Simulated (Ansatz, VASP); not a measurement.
Two plane-wave programs on PbS

```xyz
4
Lattice="2.0964 -6.1178 0.0000 2.0964 6.1178 0.0000 0.0000 0.0000 4.2960" Properties=species:S:1:pos:R:3 pbc="T T T"
Pb    2.0964   -4.4868    3.2220
Pb    2.0964    4.4868    1.0740
S     2.0964   -1.7789    3.2220
S     2.0964    1.7789    1.0740
```

Alike in both runs: task relaxation of cell and atoms; functional PBEsol; k mesh 8 × 8 × 6; occupations gaussian, width 0.02 eV; no spin polarisation.

|  | VASP | Ansatz |
| --- | --- | --- |
| version | VASP 6.6.1 | Ansatz 0.2.0 |
| potentials or method | VASP PAW PBE potentials, release 64 (Pb_d, S), cutoff 600 eV | scalar-relativistic, plane waves, PAW |
| valence electrons in the cell | 40 | 40 |

```tsv
	VASP	Ansatz	Ansatz less VASP
gap on the k mesh at the Fermi level, each at its own relaxed structure (eV)	1.10	1.09	-0.010
relaxed volume (Å³/atom)	25.16	25.16	-0.006
relaxed cell length with the largest relative difference (Å)	4.237	4.234	-0.0034
```

VASP's potentials were made for PBE, not for PBEsol.

Neither program's run includes spin-orbit coupling.
